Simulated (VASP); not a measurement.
# AlC (F-43m) in VASP: a series of runs

The runs below take AlC through single point, with PBE.

All numbers are computed with VASP 6.6.1; they aren't measurements. Logs are shortened: lines on timing, memory, paths and dates and some standing lists are left out, and cuts for length are marked.

## (1) The cell of the first run

It takes space group F-43m (No. 216, cubic). The conventional cell has a = 4.656 Å, b = 4.656 Å, c = 4.656 Å, α = 90.00°, β = 90.00°, γ = 90.00°. Within 2.7 Å of Al (site symmetry -43m) lie 4 C at 2.02 Å. Within 2.7 Å of C (site symmetry -43m) lie 4 Al at 2.02 Å.

## (2) Single point, PBE

INCAR

```
PREC = Accurate
ENCUT = 600
EDIFF = 1E-6
ISMEAR = 0
SIGMA = 0.2
LREAL = False
LASPH = True
NELM = 120
ALGO = Normal
ISIF = 2
LWAVE = False
LCHARG = True
GGA = PE
LELF = True
LVHAR = True
NBANDS = 10
GGA_COMPAT = False
```

KPOINTS

```
regular mesh
0
Gamma
  7 7 7
```

POSCAR

```
AlC
1.0
    0.0000000000      2.3281887304      2.3281887304
    2.3281887304      0.0000000000      2.3281887304
    2.3281887304      2.3281887304      0.0000000000
Al C
1 1
Direct
    0.0000000000      0.0000000000      0.0000000000
    0.2500000000      0.2500000000      0.2500000000
```

Potentials or basis: VASP PAW PBE potentials, release 64 (Al, C).

Run with:

```bash
> cat potpaw_PBE.64/Al/POTCAR potpaw_PBE.64/C/POTCAR > POTCAR
> mpirun -np 1 vasp_std > vasp.out
```

OUTCAR:

```text
PREC = Accurate
   ENCUT = 600
   EDIFF = 1E-6
   ISMEAR = 0
   LREAL = False
   LASPH = True
   NELM = 120
   ISIF = 2
   GGA = PE

 ion  position               nearest neighbor table
   1  0.000  0.000  0.000-   2 2.02   2 2.02   2 2.02   2 2.02
   2  0.250  0.250  0.250-   1 2.02   1 2.02   1 2.02   1 2.02

  LATTYP: Found a face centered cubic cell.
 ALAT       =     4.6563774608

  Lattice vectors:

 A1 = (   0.0000000000,   2.3281887304,   2.3281887304)
 A2 = (   2.3281887304,   0.0000000000,   2.3281887304)
 A3 = (   2.3281887304,   2.3281887304,   0.0000000000)

Analysis of symmetry for initial positions (statically):
=====================================================================
 Subroutine PRICEL returns:
 Original cell was already a primitive cell.

 Routine SETGRP: Setting up the symmetry group for a
 face centered cubic supercell.

 Subroutine GETGRP returns: Found 24 space group operations
 (whereof 24 operations were pure point group operations)
 out of a pool of 48 trial point group operations.

The static configuration has the point symmetry T_d .

Analysis of symmetry for dynamics (positions and initial velocities):
=====================================================================
 Subroutine PRICEL returns:
 Original cell was already a primitive cell.

 Routine SETGRP: Setting up the symmetry group for a
 face centered cubic supercell.

 Subroutine GETGRP returns: Found 24 space group operations
 (whereof 24 operations were pure point group operations)
 out of a pool of 48 trial point group operations.

The dynamic configuration has the point symmetry T_d .

 Subroutine INISYM returns: Found 24 space group operations
 (whereof 24 operations are pure point group operations),
 and found     1 'primitive' translations

----------------------------------------------------------------------------------------

                                     Primitive cell

  volume of cell :      25.2397

  direct lattice vectors                    reciprocal lattice vectors
     0.000000000  2.328188730  2.328188730    -0.214759222  0.214759222  0.214759222
     2.328188730  0.000000000  2.328188730     0.214759222 -0.214759222  0.214759222
     2.328188730  2.328188730  0.000000000     0.214759222  0.214759222 -0.214759222

[... 81 lines left out ...]
   NSW    =      0    number of steps for IOM
   IBRION =     -1    ionic relax: 0-MD 1-quasi-New 2-CG
   NFREE  =      0    steps in history (QN), initial steepest desc. (CG)
   ISIF   =      2    stress and relaxation
   ISYM   =      2    0-nonsym 1-usesym 2-fastsym
   POTIM  = 0.5000    time-step for ionic-motion
   TEBEG  =    0.0;   TEEND  =   0.0 temperature during run
   PSTRESS=    0.0 pullay stress
   NELECT =       7.0000    total number of electrons
   NUPDOWN=      -1.0000    fix difference up-down
   EMIN   =  10.00;   EMAX   =-10.00  energy-range for DOS
   EFERMI =   0.00;   METHOD = LEGACY
   ISMEAR =     0;   SIGMA  =   0.20  broadening in eV -4-tet -1-fermi 0-gaus
   EFERMI_NEDOS =   21; number of points for ismear=-14 and -15
   IALGO  =     38    algorithm
   IMIX   =      4    mixing-type and parameters
     AMIX     =   0.40;   BMIX     =  1.00
     AMIX_MAG =   1.60;   BMIX_MAG =  1.00
  volume/ion in A,a.u.               =      12.62        85.16
  Fermi-wavevector in a.u.,A,eV,Ry     =   1.067610  2.017491 15.507802  1.139791
  Thomas-Fermi vector in A             =   2.203232
   LORBIT       =      0    0 simple, 1 ext, 2 COOP (PROOUT), +10 PAW based schemes
   GGA     = PE    functional components
   LHFCALC =     F    Hartree Fock is set to
   AEXX    =    0.0000 exact exchange contribution
   IVDW    =     0    specifies the selected vdW correction
   LEPSILON=     F    determine dielectric tensor
   LRPA    =     F    only Hartree local field effects (RPA)
 non-spin polarized calculation
 Gauss-broadening in eV      SIGMA  =   0.20
  energy-cutoff  :      600.00
  volume of cell :       25.24
 maximum number of plane-waves:       869
 NGX is ok and might be reduce to    28
   NGX = 13   NGY = 13   NGZ = 13

 number of electron       7.0000000 magnetization

 Free energy of the ion-electron system (eV)
  ---------------------------------------------------
  ext. energy  EPLUGINS =         0.00000000
  ---------------------------------------------------
  free energy    TOTEN  =       -11.72915993 eV

  energy without entropy =      -11.69120511  energy(sigma->0) =      -11.71018252

 E-fermi :   4.8686     XC(G=0): -10.2720

 val. band max:        4.8428870078   @ k =  -0.2857   0.2857   0.0000
 cond. band min:       4.9228764452   @ k =   0.2857   0.1429   0.0000
 fundamental gap:      0.0799894374
 Fermi energy:         4.8685536081

 k-point     1 :       0.0000    0.0000    0.0000
  band No.  band energies     occupation
      1      -7.2728      2.00000
      2       5.8075      0.00000
      3       5.8075      0.00000
      4       5.8075      0.00000
      5      10.5986      0.00000
      6      14.8649      0.00000
      7      14.8649      0.00000
      8      14.8649      0.00000
      9      20.1428      0.00000
     10      20.1428      0.00000
[... 235 lines left out ...]
 k-point    20 :      -0.2857    0.4286    0.1429
  band No.  band energies     occupation
      1      -3.8811      2.00000
      2       1.1409      2.00000
      3       1.8468      2.00000
      4       3.4484      2.00000
      5      10.6243      0.00000
      6      14.4615      0.00000
      7      16.1562      0.00000
      8      16.3012      0.00000
      9      19.4662      0.00000
     10      21.5544      0.00000

------------------------ aborting loop because EDIFF is reached ----------------------------------------

  FORCE on cell =-STRESS in cart. coord.  units (eV):
  Direction    XX          YY          ZZ          XY          YZ          ZX
  --------------------------------------------------------------------------------------
  -------------------------------------------------------------------------------------
  Total        0.0079138      0.0079138      0.0079138      0.0000000     -0.0000000      0.0000000
  in kB        0.5023530      0.5023530      0.5023530      0.0000000     -0.0000000      0.0000000
  external PRESSURE =       0.5023530 kB  Pullay stress =       0.0000000 kB

 VOLUME and BASIS-vectors are now :
 -----------------------------------------------------------------------------
  energy-cutoff  :      600.00
  volume of cell :       25.24
      direct lattice vectors                 reciprocal lattice vectors
     0.000000000  2.328188730  2.328188730    -0.214759222  0.214759222  0.214759222
     2.328188730  0.000000000  2.328188730     0.214759222 -0.214759222  0.214759222
     2.328188730  2.328188730  0.000000000     0.214759222  0.214759222 -0.214759222

 POSITION                                       TOTAL-FORCE (eV/Angst)
 -----------------------------------------------------------------------------------
      0.00000      0.00000      0.00000        -0.000000     -0.000000     -0.000000
      1.16409      1.16409      1.16409         0.000000      0.000000      0.000000
 -----------------------------------------------------------------------------------
    total drift:                                0.000000      0.000000      0.000000

  FREE ENERGIE OF THE ION-ELECTRON SYSTEM (eV)
  ---------------------------------------------------
  free  energy   TOTEN  =       -11.7291599257 eV

  energy  without entropy=      -11.6912051060  energy(sigma->0) =      -11.71018252
```

OSZICAR:

```text
N       E                     dE             d eps       ncg     rms          rms(c)
DAV:   1     0.699728488491E+01    0.69973E+01   -0.29898E+03   400   0.574E+02
DAV:   2    -0.121410090402E+02   -0.19138E+02   -0.18710E+02   536   0.101E+02
DAV:   3    -0.128303216637E+02   -0.68931E+00   -0.67039E+00   462   0.180E+01
DAV:   4    -0.128355517549E+02   -0.52301E-02   -0.52248E-02   462   0.184E+00
DAV:   5    -0.128356247228E+02   -0.72968E-04   -0.72967E-04   452   0.212E-01    0.538E+00
DAV:   6    -0.117532254128E+02    0.10824E+01   -0.39926E+00   426   0.861E+00    0.184E+00
DAV:   7    -0.117281138089E+02    0.25112E-01   -0.24535E-01   450   0.269E+00    0.113E+00
DAV:   8    -0.117293061911E+02   -0.11924E-02   -0.98858E-03   426   0.833E-01    0.221E-01
DAV:   9    -0.117291209166E+02    0.18527E-03   -0.59834E-04   466   0.129E-01    0.100E-01
DAV:  10    -0.117291583502E+02   -0.37434E-04   -0.13289E-04   458   0.688E-02    0.128E-02
DAV:  11    -0.117291596958E+02   -0.13456E-05   -0.17403E-05   458   0.206E-02    0.422E-03
DAV:  12    -0.117291599257E+02   -0.22988E-06   -0.64140E-07   210   0.493E-03
   1 F= -.11729160E+02 E0= -.11710183E+02  d E =-.379548E-01
```

Wall time 5.9 s (1 thread of Intel Xeon 6975P-C, shared host); peak memory 0.15 GiB.

What came out:

| Quantity | Value |
| --- | --- |
| Free energy | -11.7292 eV |
| Pressure | 0.1 GPa |

## (3) Single point, PBE

This run uses another cell than the first one, of 12.70 Å³/atom, 1.006 times its volume.

INCAR

```
SYSTEM = AlC
  PREC = Accurate
  ENCUT = 600
  EDIFF = 1E-6
  ISMEAR = 0
  SIGMA = 0.2
  LREAL = .False.
  LASPH = .True.
  NELM = 120
  ALGO = Normal
  ISIF = 2
  LWAVE = .False.
  LCHARG = .False.
  GGA = PE
  NBANDS = 10
  GGA_COMPAT = .False.
```

KPOINTS

```
Automatic mesh
0
Gamma
  7 7 7
  0 0 0
```

POSCAR

```
AlC
1.0
    0.0000000000      2.3330642036      2.3330642036
    2.3330642036      0.0000000000      2.3330642036
    2.3330642036      2.3330642036      0.0000000000
Al C
1 1
Direct
    0.2500000000      0.2500000000      0.2500000000
    0.0000000000      0.0000000000      0.0000000000
```

Potentials or basis: VASP PAW PBE potentials, release 64 (Al, C).

Run with:

```bash
> cat potpaw_PBE.64/Al/POTCAR potpaw_PBE.64/C/POTCAR > POTCAR
> mpirun -np 1 vasp_std > vasp.out
```

Wall time 5.7 s (1 thread of Intel Xeon 6975P-C, shared host); peak memory 0.15 GiB.

Results (log left out):

| Property | Result |
| --- | --- |
| Free energy | -11.7289 eV |
| Pressure | -0.8 GPa |

Levels at points of the mesh, in eV from the Fermi level:
```tsv
k point	band 2	band 3	band 4	band 5	band 6	band 7
(0.00, 0.00, 0.00)	0.94	0.94	0.94	5.67	9.95	9.95
```

(Part 1 of 2 ends here.)
